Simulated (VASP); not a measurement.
Write the native input for VASP 6.6.1 that does the following.

- Task: single point
- Functional: PBE
- Potentials or basis: VASP PAW PBE potentials, release 64 (Al, In_d, N)
- Cutoff: 520 eV
- k mesh: 6 × 6 × 6
- Occupations: gaussian, width 0.05 eV
- Spin: no spin polarisation
- Dipole correction: no
- Further INCAR settings: ALGO = Normal; EDIFF = 1e-06; NBANDS = 46

The structure of Al2InN3 lies in POSCAR:

```
Al2InN3
1.0
    5.0048695770     -2.7286572130      0.0000000000
    5.0048695770      2.7286572130      0.0000000000
    0.0000000000      0.0000000000      5.3433458090
Al In N
4 2 6
Direct
    0.0084427086      0.3348641725      0.9917411822
    0.6651358275      0.9915572914      0.9917411822
    0.9915572914      0.6651358275      0.4917411822
    0.3348641725      0.0084427086      0.4917411822
    0.3220722962      0.6779277038      0.9869930315
    0.6779277038      0.3220722962      0.4869930315
    0.0367610679      0.3336262977      0.3556963910
    0.6663737023      0.9632389321      0.3556963910
    0.9632389321      0.6663737023      0.8556963910
    0.3336262977      0.0367610679      0.8556963910
    0.2982358752      0.7017641248      0.4061317922
    0.7017641248      0.2982358752      0.9061317922
```

One way to write it, as run:

INCAR

```
PREC = Accurate ; ENCUT = 520
EDIFF = 1E-6 ; ISMEAR = 0
SIGMA = 0.05 ; LREAL = False
LASPH = True ; NELM = 80
ALGO = Normal ; ISIF = 2
LWAVE = False ; LCHARG = False
GGA = PE ; NBANDS = 46
```

KPOINTS

```
Automatic mesh
0
Gamma
  6 6 6
```

Potentials or basis: VASP PAW PBE potentials, release 64 (Al, In_d, N).

Command:

```console
$ cat potpaw_PBE.64/Al/POTCAR potpaw_PBE.64/In_d/POTCAR potpaw_PBE.64/N/POTCAR > POTCAR
$ mpirun -np 1 vasp_std > vasp.out
```

Results of the run:

```
Pressure               : 0.5 GPa
Largest force          : 0.642 eV/Å
Band gap on the k mesh : 2.06 eV
```

Caveat: the stress differs along the axes, from -5 to 11 GPa; spin-orbit coupling is left out, which moves the levels of the heavy elements.

It took 6.6 min on 1 thread of Oxide Virtual Turin-like Processor (shared host), peak memory 0.39 GiB.
